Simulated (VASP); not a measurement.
# BiSb3 (Pm-3m) in VASP: further runs, part 2 of 2

VASP 6.6.1. Earlier steps stand in the parts before.

**3. Relaxation of cell and atoms, PBE**

This run uses another cell than the first one, of 27.94 Å³/atom.

INCAR reads:

```
SYSTEM = BiSb3
  PREC = Accurate
  ENCUT = 600
  EDIFF = 1E-6
  ISMEAR = 0
  SIGMA = 0.1
  LREAL = .False.
  LASPH = .True.
  NELM = 80
  ALGO = Fast
  ISIF = 3
  LWAVE = .False.
  LCHARG = .False.
  GGA = PE
  IBRION = 2
  NSW = 100
  EDIFFG = -0.01
```

KPOINTS reads:

```
regular mesh
0
Gamma
  10 10 10
  0 0 0
```

POSCAR reads:

```
BiSb3
1.0
    4.8169844837      0.0000000000      0.0000000000
    0.0000000000      4.8169844837      0.0000000000
    0.0000000000      0.0000000000      4.8169844837
Sb Bi
3 1
Direct
    0.0000000000      0.5000000000      0.5000000000
    0.5000000000      0.0000000000      0.5000000000
    0.5000000000      0.5000000000      0.0000000000
    0.0000000000      0.0000000000      0.0000000000
```

Potentials or basis: VASP PAW PBE potentials, release 64 (Sb, Bi_d).

The run is started by

```sh
cat potpaw_PBE.64/Sb/POTCAR potpaw_PBE.64/Bi_d/POTCAR > POTCAR
mpirun -np 1 vasp_std > vasp.out
```

OUTCAR:

```text
SYSTEM = BiSb3
   PREC = Accurate
   ENCUT = 600
   EDIFF = 1E-6
   ISMEAR = 0
   LREAL = .False.
   LASPH = .True.
   NELM = 80
   ISIF = 3
   GGA = PE
   IBRION = 2
   NSW = 100
   EDIFFG = -0.01

 ion  position               nearest neighbor table
   1  0.000  0.500  0.500-   2 3.41   3 3.41   4 3.41   3 3.41   4 3.41   2 3.41   4 3.41   4 3.41
                             2 3.41   3 3.41   3 3.41   2 3.41
   2  0.500  0.000  0.500-   1 3.41   3 3.41   4 3.41   3 3.41   4 3.41   1 3.41   3 3.41   3 3.41
                             1 3.41   4 3.41   4 3.41   1 3.41
   3  0.500  0.500  0.000-   1 3.41   2 3.41   4 3.41   1 3.41   2 3.41   2 3.41   4 3.41   2 3.41
                             1 3.41   4 3.41   1 3.41   4 3.41
   4  0.000  0.000  0.000-   1 3.41   2 3.41   3 3.41   1 3.41   2 3.41   1 3.41   3 3.41   1 3.41
                             2 3.41   3 3.41   2 3.41   3 3.41

  LATTYP: Found a simple cubic cell.
 ALAT       =     4.8169844837

  Lattice vectors:

 A1 = (   4.8169844837,   0.0000000000,   0.0000000000)
 A2 = (   0.0000000000,   4.8169844837,   0.0000000000)
 A3 = (   0.0000000000,   0.0000000000,   4.8169844837)

Analysis of symmetry for initial positions (statically):
=====================================================================
 Subroutine PRICEL returns:
 Original cell was already a primitive cell.

 Routine SETGRP: Setting up the symmetry group for a
 simple cubic supercell.

 Subroutine GETGRP returns: Found 48 space group operations
 (whereof 48 operations were pure point group operations)
 out of a pool of 48 trial point group operations.

The static configuration has the point symmetry O_h .

Analysis of symmetry for dynamics (positions and initial velocities):
=====================================================================
 Subroutine PRICEL returns:
 Original cell was already a primitive cell.

 Routine SETGRP: Setting up the symmetry group for a
 simple cubic supercell.

[... 136 lines left out ...]
   IVDW    =     0    specifies the selected vdW correction
   LEPSILON=     F    determine dielectric tensor
   LRPA    =     F    only Hartree local field effects (RPA)
 conjugate gradient relaxation of ions
 non-spin polarized calculation
 RMM-DIIS sequential band-by-band and
 Gauss-broadening in eV      SIGMA  =   0.10
  energy-cutoff  :      600.00
  volume of cell :      111.77
 maximum number of plane-waves:      3771
 NGX is ok and might be reduce to    40
   NGX = 19   NGY = 19   NGZ = 19

--------------------------------------- Ionic step        1  -------------------------------------------

 number of electron      30.0000003 magnetization

 Free energy of the ion-electron system (eV)
  ---------------------------------------------------
  ext. energy  EPLUGINS =         0.00000000
  ---------------------------------------------------
  free energy    TOTEN  =       -15.14369545 eV

  energy without entropy =      -15.13095880  energy(sigma->0) =      -15.13732712

------------------------ aborting loop because EDIFF is reached ----------------------------------------

  FORCE on cell =-STRESS in cart. coord.  units (eV):
  Direction    XX          YY          ZZ          XY          YZ          ZX
  --------------------------------------------------------------------------------------
  -------------------------------------------------------------------------------------
  Total        0.9212556      0.9212556      0.9212556      0.0000000      0.0000000     -0.0000000
  in kB       13.2058085     13.2058085     13.2058085      0.0000000      0.0000000     -0.0000000
  external PRESSURE =      13.2058085 kB  Pullay stress =       0.0000000 kB
[... 63 lines left out ...]
--------------------------------------- Ionic step        3  -------------------------------------------

 number of electron      29.9999995 magnetization

 Free energy of the ion-electron system (eV)
  ---------------------------------------------------
  ext. energy  EPLUGINS =         0.00000000
  ---------------------------------------------------
  free energy    TOTEN  =       -15.15364960 eV

  energy without entropy =      -15.14048444  energy(sigma->0) =      -15.14706702

 E-fermi :   8.1458     XC(G=0): -10.1614

 val. band max:        8.1351946066   @ k =   0.1000   0.0000   0.0000
 cond. band min:       8.1710996718   @ k =   0.2000   0.2000   0.0000
 fundamental gap:      0.0359050652
 Fermi energy:         8.1457827580

 k-point     1 :       0.0000    0.0000    0.0000
  band No.  band energies     occupation
      1     -14.9993      2.00000
      2     -14.9993      2.00000
      3     -14.9970      2.00000
      4     -14.9970      2.00000
      5     -14.9970      2.00000
      6      -4.9392      2.00000
[... 505 lines left out ...]
      6      -4.3084      2.00000
[... 11 lines left out ...]
     18       9.2221      0.00000
     19       9.6503      0.00000

 [... further k-points ...]

------------------------ aborting loop because EDIFF is reached ----------------------------------------

  FORCE on cell =-STRESS in cart. coord.  units (eV):
  Direction    XX          YY          ZZ          XY          YZ          ZX
  --------------------------------------------------------------------------------------
  -------------------------------------------------------------------------------------
  Total       -0.0009851     -0.0009851     -0.0009851      0.0000000      0.0000000     -0.0000000
  in kB       -0.0138162     -0.0138162     -0.0138162      0.0000000      0.0000000     -0.0000000
  external PRESSURE =      -0.0138162 kB  Pullay stress =       0.0000000 kB
[... 19 lines left out ...]
  FREE ENERGIE OF THE ION-ELECTRON SYSTEM (eV)
  ---------------------------------------------------
  free  energy   TOTEN  =       -15.1536495966 eV

  energy  without entropy=      -15.1404844397  energy(sigma->0) =      -15.14706702

 reached required accuracy - stopping structural energy minimisation
```

CONTCAR:

```text
BiSb3
   1.00000000000000
     4.8521171299010817    0.0000000000000000   -0.0000000000000000
     0.0000000000000000    4.8521171299010817   -0.0000000000000000
     0.0000000000000000    0.0000000000000000    4.8521171299010817
  Sb              Bi
     3     1
Direct
     0.0000000000000000    0.5000000000000000    0.5000000000000000
     0.5000000000000000    0.0000000000000000    0.5000000000000000
     0.5000000000000000    0.5000000000000000    0.0000000000000000
     0.0000000000000000    0.0000000000000000    0.0000000000000000

  0.00000000E+00  0.00000000E+00  0.00000000E+00
  0.00000000E+00  0.00000000E+00  0.00000000E+00
  0.00000000E+00  0.00000000E+00  0.00000000E+00
  0.00000000E+00  0.00000000E+00  0.00000000E+00
```

Run time: 6.3 min. Hardware: 1 thread of Oxide Virtual Turin-like, shared host; peak memory 0.31 GiB.

Results:

| Property | Result |
| --- | --- |
| Free energy | -15.1536 eV |
| Relaxed volume | 28.56 Å³/atom |
| Relaxed cell | a = 4.852 Å, b = 4.852 Å, c = 4.852 Å, α = 90.00°, β = 90.00°, γ = 90.00° |
| Space group after relaxing (to 0.1 Å) | Pm-3m (No. 221) |
| Energy gained by relaxing | 2.5 meV/atom |
| Ionic steps | 3 |
| Pressure after relaxing | 0.0 GPa |
| Band gap on the k mesh | zero (bands 15 and 16 overlap by 4.55 eV) |

Step by step:
```tsv
step	energy change (eV)	largest force (eV/Å)	pressure (GPa)	volume (Å³)
1	0.0000	0.0000	1.32	111.77
2	-0.0073	0.0000	-0.61	115.54
3	-0.0100	0.0000	0.00	114.23
```

Final structure:
```
Sb Bi
1.0
     4.85212    0.00000    0.00000
     0.00000    4.85212    0.00000
     0.00000    0.00000    4.85212
Sb Bi
3 1
Cartesian
  0.0000 2.4261 2.4261
  2.4261 0.0000 2.4261
  2.4261 2.4261 0.0000
  0.0000 0.0000 0.0000
```

Caveat: spin-orbit coupling is left out, which moves the levels of the heavy elements.

The gap in the log of VASP goes by the Fermi energy; the results here count the filled bands.